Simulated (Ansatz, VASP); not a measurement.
# Ir in VASP and in Ansatz

File INCAR:

```
SYSTEM = Ir
PREC = Accurate
ENCUT = 500
EDIFF = 1E-6
ISMEAR = -1
SIGMA = 0.15
LREAL = .False.
LASPH = .True.
NELM = 200
ALGO = Normal
ISIF = 2
LWAVE = .False.
LCHARG = .False.
MAGMOM = 0 0 0
LORBIT = 11
LSORBIT = .True.
GGA_COMPAT = .False.
LORBMOM = .True.
LMAXMIX = 4
GGA = PE
NBANDS = 20
```

File KPOINTS:

```
Automatic mesh
0
Gamma
  4 4 4
  0 0 0
```

File POSCAR:

```
Ir
1.0
    0.0000000000      1.9354000000      1.9354000000
    1.9354000000      0.0000000000      1.9354000000
    1.9354000000      1.9354000000      0.0000000000
Ir
1
Direct
    0.0000000000      0.0000000000      0.0000000000
```

Input for Ansatz:

```yaml
crystal:
  lattice:
    - [0, 1.9354, 1.9354]
    - [1.9354, 0, 1.9354]
    - [1.9354, 1.9354, 0]
  atoms:
    - { symbol: Ir, position: [0, 0, 0] }
kpoints:
  mp_grid: { grid: [4, 4, 4] }
hamiltonian:
  xc: pbe
  pseudopotentials: { kind: paw_fr, source: ansatz }
scf:
  occupations: { method: fermi_dirac, width: 0.15 }
output:
  forces: true
  stress: true
  eigenvalues: true
magnetization:
  noncollinear: true
  spin_orbit: true
```

Alike in both runs: task single point; functional PBE; k mesh 4 × 4 × 4; occupations fermi-dirac, width 0.15 eV; non-collinear spin, spin-orbit coupling.

|  | VASP | Ansatz |
| --- | --- | --- |
| version | VASP 6.6.1 | Ansatz 0.2.0 development build |
| potentials or method | VASP PAW PBE potentials, release 64 (Ir) | plane waves, PAW datasets (hand-made set) |
| plane-wave cutoff (eV) | 500 | 620 |
| valence electrons in the cell | 9 | 31 |

```csv
,VASP,Ansatz,Ansatz less VASP
net moment per atom (μB),0.00,0.00,0.000
```

VASP's potentials hold 9 valence electrons a cell and Ansatz's 31, so a difference there can come from the potentials and not from the codes.

The k mesh is coarse, so the values compare programs but aren't converged.
